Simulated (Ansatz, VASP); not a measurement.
## One calculation of F, two programs

The input INCAR:

```
PREC = Accurate ; ENCUT = 520
EDIFF = 1E-6 ; ISMEAR = 0
SIGMA = 0.05 ; LREAL = F
LASPH = T ; NELM = 100
ALGO = Normal ; ISIF = 2
LWAVE = F ; LCHARG = F
GGA = PS ; NBANDS = 22
```

Contents of KPOINTS:

```
Automatic mesh
0
Gamma
  4 4 2
```

POSCAR

```
F
1.0
    2.9854384862     -1.7718234377     -0.2302627710
    2.9854384862      1.7718234377     -0.2302627710
   -2.2280631150      0.0000000000      7.0887252159
F
4
Direct
    0.0848459664      0.0848459664      0.0940038325
    0.9151540336      0.9151540336      0.9059961675
    0.5015719855      0.5015719855      0.5937195244
    0.4984280145      0.4984280145      0.4062804756
```

Input for Ansatz:

```yaml
crystal:
  lattice:
    - [2.9854384862, -1.7718234377, -0.230262771]
    - [2.9854384862, 1.7718234377, -0.230262771]
    - [-2.228063115, 0.0, 7.0887252159]
  atoms:
    - { symbol: F, position: [0.0848459664, 0.0848459664, 0.0940038325] }
    - { symbol: F, position: [0.9151540336, 0.9151540336, 0.9059961675] }
    - { symbol: F, position: [0.5015719855, 0.5015719855, 0.5937195244] }
    - { symbol: F, position: [0.4984280145, 0.4984280145, 0.4062804756] }
basis:
  ecutwfc: 520.0
kpoints:
  mp_grid: { grid: [4, 4, 2] }
hamiltonian:
  xc: pbesol
scf:
  occupations: { method: gaussian, width: 0.05 }
output:
  forces: true
  stress: true
  eigenvalues: true
```

Change from the starting cell: volume 18.294 Å^3 an atom, stretch along a over the lengths across it, relative to the relaxed cell 0.9684.

Alike in both runs: task single point; functional PBEsol; k mesh 4 × 4 × 2; occupations gaussian, width 0.05 eV; no spin polarisation.

```csv
,VASP,Ansatz
version,VASP 6.6.1,Ansatz 0.2.0
potentials or method,"VASP PAW PBE potentials, release 64 (F), cutoff 520 eV","scalar-relativistic, plane waves, PAW"
valence electrons in the cell,28,28
```

```csv
,VASP,Ansatz,Ansatz less VASP
gap on the k mesh at the Fermi level (eV),3.13,3.22,+0.083
least direct gap on the mesh (eV),3.22,3.31,+0.083
pressure (GPa),1.6,1.2,-0.42
"traceless stress, the component that is largest in VASP (GPa)",3.31,1.77,-1.543
rms of the force components (eV/Å),0.579,0.311,-0.2672
```

VASP's potentials were made for PBE, not for PBEsol. Atom by atom the forces differ by 0.267 eV/Å (rms over components).

The k mesh is coarse, so the values compare programs but aren't converged.
